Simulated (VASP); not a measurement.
Runs of VASP 6.6.1 on Al2O3. The structure is that of space group R-3c (No. 167), or close to it. The cells are those of the table. 

```csv
cell,gap on the mesh (eV),pressure (GPa),largest force (eV/Å)
"a = 4.910 Å, angles 56.4°, 10 atoms",8.26,31.3,0.20
"a = 5.150 Å, angles 52.1°, 10 atoms",7.91,24.6,0.69
"a = 4.965 Å, angles 54.2°, 10 atoms",8.90,42.6,0.41
"a = 5.001 Å, angles 55.3°, 10 atoms",8.17,22.3,0.08
"a = 5.244 Å, angles 51.1°, 10 atoms",7.36,(a),0.73
"a = 4.873 Å, angles 55.3°, 10 atoms",9.24,53.5,0.20
"a = 5.057 Å, angles 53.1°, 10 atoms",8.43,(b),0.59
```

Alike in all rows: task single point; level r2SCAN; potentials or basis VASP PAW PBE potentials, release 64 (Al, O); no spin polarisation; k mesh 6 × 6 × 6; cutoff (eV) 520; smearing gaussian 0.05 eV.

**Question.** Fill in the values left out.

**Answer.** (a) 17.2; (b) 33.0.

Caveats: the PAW data sets were made with another functional, which shifts forces and pressure a little; the cell stands under pressure (at least some runs); the stress differs along the axes, from 28 to 38 GPa (at least some runs); the stress differs along the axes, from -2 to 38 GPa (at least some runs); the stress differs along the axes, from 31 to 48 GPa (at least some runs); the stress differs along the axes, from -17 to 34 GPa (at least some runs); the stress differs along the axes, from 14 to 43 GPa (at least some runs).

A k mesh can miss the band edges.
